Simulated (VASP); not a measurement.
# GeSb4Te4 (P-3m1) in VASP: notebook, part 2 of 2

VASP 6.6.1. The steps go on from the part before.

## Step 5: Single point, PBEsol (volume scaled by 0.91, then relaxed in part)

INCAR

```
PREC = Accurate
ENCUT = 520
EDIFF = 1E-6
ISMEAR = 0
SIGMA = 0.1
LREAL = False
LASPH = True
NELM = 60
ALGO = Normal
ISIF = 2
LWAVE = False
LCHARG = False
GGA = PS
NBANDS = 39
```

KPOINTS

```
regular mesh
0
Gamma
  12 12 2
```

POSCAR

```
GeSb4Te4
1.0
    4.1437337649      0.0000000000      0.0000000000
   -2.0718668825      3.5885787070      0.0000000000
    0.0000000000      0.0000000000     16.4075533733
Ge Sb Te
1 4 4
Direct
    0.0000000000      0.0000000000      0.0000000000
    0.3333333333      0.6666666667      0.5481270393
    0.6666666667      0.3333333333      0.4518729607
    0.6666666667      0.3333333333      0.7854420799
    0.3333333333      0.6666666667      0.2145579201
    0.3333333333      0.6666666667      0.9027437937
    0.6666666667      0.3333333333      0.0972562063
    0.0000000000      0.0000000000      0.6802286956
    0.0000000000      0.0000000000      0.3197713044
```

Potentials or basis: VASP PAW PBE potentials, release 64 (Ge_d, Sb, Te).

Command:

```sh
$ cat potpaw_PBE.64/Ge_d/POTCAR potpaw_PBE.64/Sb/POTCAR potpaw_PBE.64/Te/POTCAR > POTCAR
$ mpirun -np 1 vasp_std > vasp.out
```

OUTCAR:

```text
PREC = Accurate
   ENCUT = 520
   EDIFF = 1E-6
   ISMEAR = 0
   LREAL = False
   LASPH = True
   NELM = 60
   ISIF = 2
   GGA = PS

 ion  position               nearest neighbor table
   1  0.000  0.000  0.000-   6 2.88   7 2.88   7 2.88   6 2.88   7 2.88   6 2.88
   2  0.333  0.667  0.548-   3 2.87   3 2.87   3 2.87   8 3.23   8 3.23   8 3.23
   3  0.667  0.333  0.452-   2 2.87   2 2.87   2 2.87   9 3.23   9 3.23   9 3.23
   4  0.667  0.333  0.785-   8 2.95   8 2.95   8 2.95   6 3.07   6 3.07   6 3.07
   5  0.333  0.667  0.215-   9 2.95   9 2.95   9 2.95   7 3.07   7 3.07   7 3.07
   6  0.333  0.667  0.903-   1 2.88   1 2.88   1 2.88   4 3.07   4 3.07   4 3.07
   7  0.667  0.333  0.097-   1 2.88   1 2.88   1 2.88   5 3.07   5 3.07   5 3.07
   8  0.000  0.000  0.680-   4 2.95   4 2.95   4 2.95   2 3.23   2 3.23   2 3.23
   9  0.000  0.000  0.320-   5 2.95   5 2.95   5 2.95   3 3.23   3 3.23   3 3.23

  LATTYP: Found a hexagonal cell.
 ALAT       =     4.1437337649
 C/A-ratio  =     3.9596060713

  Lattice vectors:

 A1 = (   4.1437337649,   0.0000000000,   0.0000000000)
 A2 = (  -2.0718668825,   3.5885787070,   0.0000000000)
 A3 = (   0.0000000000,   0.0000000000,  16.4075533733)

Analysis of symmetry for initial positions (statically):
=====================================================================
 Subroutine PRICEL returns:
 Original cell was already a primitive cell.

 Routine SETGRP: Setting up the symmetry group for a
 hexagonal supercell.

 Subroutine GETGRP returns: Found 12 space group operations
 (whereof 12 operations were pure point group operations)
 out of a pool of 24 trial point group operations.

The static configuration has the point symmetry D_3d.

Analysis of symmetry for dynamics (positions and initial velocities):
=====================================================================
 Subroutine PRICEL returns:
 Original cell was already a primitive cell.
[... 142 lines left out ...]
     AMIX_MAG =   1.60;   BMIX_MAG =  1.00
  volume/ion in A,a.u.               =      27.11       182.94
  Fermi-wavevector in a.u.,A,eV,Ry     =   1.014140  1.916448 13.993332  1.028481
  Thomas-Fermi vector in A             =   2.147351
   LORBIT       =      0    0 simple, 1 ext, 2 COOP (PROOUT), +10 PAW based schemes
   GGA     = PS    functional components
   LHFCALC =     F    Hartree Fock is set to
   AEXX    =    0.0000 exact exchange contribution
   IVDW    =     0    specifies the selected vdW correction
   LEPSILON=     F    determine dielectric tensor
   LRPA    =     F    only Hartree local field effects (RPA)
 non-spin polarized calculation
 Gauss-broadening in eV      SIGMA  =   0.10
  energy-cutoff  :      520.00
  volume of cell :      243.98
 maximum number of plane-waves:      6643
 NGX is ok and might be reduce to    32
   NGX = 15   NGY = 15   NGZ = 61

 number of electron      58.0000005 magnetization

 Free energy of the ion-electron system (eV)
  ---------------------------------------------------
  ext. energy  EPLUGINS =         0.00000000
  ---------------------------------------------------
  free energy    TOTEN  =       -37.64702872 eV

  energy without entropy =      -37.64197562  energy(sigma->0) =      -37.64450217

 E-fermi :   8.1366     XC(G=0): -10.1323

 val. band max:        8.1314733815   @ k =   0.0833   0.0000   0.5000
 cond. band min:       8.1791920408   @ k =   0.5000   0.0000   0.0000
 fundamental gap:      0.0477186593
 Fermi energy:         8.1365691386

 k-point     1 :       0.0000    0.0000    0.0000
  band No.  band energies     occupation
      1     -16.8358      2.00000
      2     -16.8358      2.00000
      3     -16.8259      2.00000
      4     -16.8233      2.00000
      5     -16.8233      2.00000
      6      -6.0665      2.00000
[... 997 lines left out ...]
     38      11.1709      0.00000
     39      11.4664      0.00000

 [... further k-points ...]
[... 5 lines left out ...]
  --------------------------------------------------------------------------------------
  -------------------------------------------------------------------------------------
  Total        8.7831992      8.7831992      8.7508859     -0.0000000      0.0000000      0.0000000
  in kB       57.6773327     57.6773327     57.4651388     -0.0000000      0.0000000      0.0000000
  external PRESSURE =      57.6066014 kB  Pullay stress =       0.0000000 kB

 VOLUME and BASIS-vectors are now :
 -----------------------------------------------------------------------------
  energy-cutoff  :      520.00
  volume of cell :      243.98
      direct lattice vectors                 reciprocal lattice vectors
     4.143733765  0.000000000  0.000000000     0.241328246  0.139330928  0.000000000
    -2.071866883  3.588578707  0.000000000     0.000000000  0.278661855  0.000000000
     0.000000000  0.000000000 16.407553373     0.000000000  0.000000000  0.060947539

 POSITION                                       TOTAL-FORCE (eV/Angst)
 -----------------------------------------------------------------------------------
      0.00000      0.00000      0.00000         0.000000      0.000000     -0.000000
     -0.00000      2.39239      8.99342        -0.000000      0.000000      0.080182
      2.07187      1.19619      7.41413        -0.000000      0.000000     -0.080182
      2.07187      1.19619     12.88718        -0.000000     -0.000000      0.027764
     -0.00000      2.39239      3.52037         0.000000      0.000000     -0.027764
     -0.00000      2.39239     14.81182        -0.000000     -0.000000     -0.000992
      2.07187      1.19619      1.59574         0.000000     -0.000000      0.000992
      0.00000      0.00000     11.16089         0.000000      0.000000     -0.034461
      0.00000      0.00000      5.24666         0.000000      0.000000      0.034461
 -----------------------------------------------------------------------------------
    total drift:                                0.000000      0.000000     -0.000000

  FREE ENERGIE OF THE ION-ELECTRON SYSTEM (eV)
  ---------------------------------------------------
  free  energy   TOTEN  =       -37.6470287236 eV

  energy  without entropy=      -37.6419756185  energy(sigma->0) =      -37.64450217
```

Wall time 6.1 min (1 thread of Intel Xeon 6975P-C, shared host); peak memory 0.56 GiB.

Results:

- Free energy: -37.6470 eV
- Pressure: 5.8 GPa
- Largest force: 0.080 eV/Å
- Band gap on the k mesh: zero (band 29 reaches 8.21 eV, above the bottom of band 30 at 8.00 eV)

Forces on the atoms (eV/Å):
```
Ge   0.000  0.000  0.000
Sb   0.000  0.000  0.080
Sb   0.000  0.000 -0.080
Sb   0.000  0.000  0.028
Sb   0.000  0.000 -0.028
Te   0.000  0.000 -0.001
Te   0.000  0.000  0.001
Te   0.000  0.000 -0.034
Te   0.000  0.000  0.034
```

Caveat: the PAW data sets were made with another functional, which shifts forces and pressure a little; spin-orbit coupling is left out, which moves the levels of the heavy elements.

## Step 6: Single point, PBEsol (volume scaled by 0.94, then relaxed in part)

INCAR

```
ALGO = Normal
EDIFF = 1E-6
ENCUT = 520
GGA = PS
ISIF = 2
ISMEAR = 0
LASPH = True
LCHARG = False
LREAL = False
LWAVE = False
NBANDS = 39
NELM = 60
PREC = Accurate
SIGMA = 0.1
```

KPOINTS

```
k-points
0
Gamma
  12 12 2
```

POSCAR

```
GeSb4Te4
1.0
    4.1889193351      0.0000000000      0.0000000000
   -2.0944596675      3.6277105586      0.0000000000
    0.0000000000      0.0000000000     16.5847901482
Ge Sb Te
1 4 4
Direct
    0.0000000000      0.0000000000      0.0000000000
    0.3333333333      0.6666666667      0.5473994929
    0.6666666667      0.3333333333      0.4526005071
    0.6666666667      0.3333333333      0.7857273652
    0.3333333333      0.6666666667      0.2142726348
    0.3333333333      0.6666666667      0.9027419707
    0.6666666667      0.3333333333      0.0972580293
    0.0000000000      0.0000000000      0.6818990353
    0.0000000000      0.0000000000      0.3181009647
```

Potentials or basis: VASP PAW PBE potentials, release 64 (Ge_d, Sb, Te).

Command:

```sh
$ cat potpaw_PBE.64/Ge_d/POTCAR potpaw_PBE.64/Sb/POTCAR potpaw_PBE.64/Te/POTCAR > POTCAR
$ mpirun -np 1 vasp_std > vasp.out
```

It took 7.7 min on 1 thread of Intel Xeon 6975P-C, shared host; peak memory 0.56 GiB.

It converged, with:

| Property | Result |
| --- | --- |
| Free energy | -37.8739 eV |
| Pressure | 3.5 GPa |
| Largest force | 0.077 eV/Å |
| Band gap on the k mesh | zero (band 29 reaches 7.76 eV, above the bottom of band 30 at 7.61 eV) |

Forces on the atoms (eV/Å):
```
Ge   0.000  0.000  0.000
Sb   0.000  0.000  0.077
Sb   0.000  0.000 -0.077
Sb   0.000  0.000  0.026
Sb   0.000  0.000 -0.026
Te   0.000  0.000 -0.003
Te   0.000  0.000  0.003
Te   0.000  0.000 -0.032
Te   0.000  0.000  0.032
```

Levels at points of the mesh, in eV from the Fermi level:
| k point | band 25 | band 26 | band 27 | band 28 | band 29 | band 30 | band 31 | band 32 | band 33 | band 34 |
| --- | --- | --- | --- | --- | --- | --- | --- | --- | --- | --- |
| (0.00, 0.00, 0.00) | -1.17 | -1.17 | -1.14 | -0.91 | -0.10 | -0.10 | 0.04 | 0.48 | 0.81 | 0.81 |
| (0.50, 0.00, 0.00) | -2.22 | -2.02 | -2.01 | -1.23 | -0.85 | 0.10 | 0.80 | 1.15 | 1.19 | 1.21 |
| (0.00, 0.00, 0.50) | -1.47 | -1.23 | -1.23 | -0.77 | -0.09 | 0.15 | 0.15 | 0.41 | 0.41 | 0.73 |
| (0.50, 0.00, 0.50) | -2.77 | -2.37 | -2.18 | -1.54 | -0.29 | 0.08 | 0.20 | 1.51 | 1.62 | 1.64 |

Caveat: the PAW data sets were made with another functional, which shifts forces and pressure a little; spin-orbit coupling is left out, which moves the levels of the heavy elements.

## Step 7: Overview

```csv
cell,gap on the mesh (eV),pressure (GPa),largest force (eV/Å)
"a = 4.316, b = 4.316, c = 17.613 Å, angles 90.0, 90.0, 120.0°, 9 atoms",0.06,-1.9,0.07
"a = 4.309, b = 4.309, c = 18.342 Å, angles 90.0, 90.0, 120.0°, 9 atoms",0.10,-2.1,0.08
"a = 4.094, b = 4.094, c = 16.256 Å, angles 90.0, 90.0, 120.0°, 9 atoms",none,8.5,0.08
"a = 4.144, b = 4.144, c = 16.408 Å, angles 90.0, 90.0, 120.0°, 9 atoms",none,5.8,0.08
"a = 4.189, b = 4.189, c = 16.585 Å, angles 90.0, 90.0, 120.0°, 9 atoms",none,3.5,0.08
```

Alike in all rows: task single point; level PBEsol; potentials or basis VASP PAW PBE potentials, release 64 (Ge_d, Sb, Te); no spin polarisation; k mesh 12 × 12 × 2; cutoff (eV) 520; smearing gaussian 0.1 eV.

Caveats: the PAW data sets were made with another functional, which shifts forces and pressure a little; spin-orbit coupling is left out, which moves the levels of the heavy elements; this functional lacks dispersion, which binds the layers, so the pressure and a relaxed spacing across them are unreliable (some runs).

Absolute energies hang on the potentials; compare differences alone.
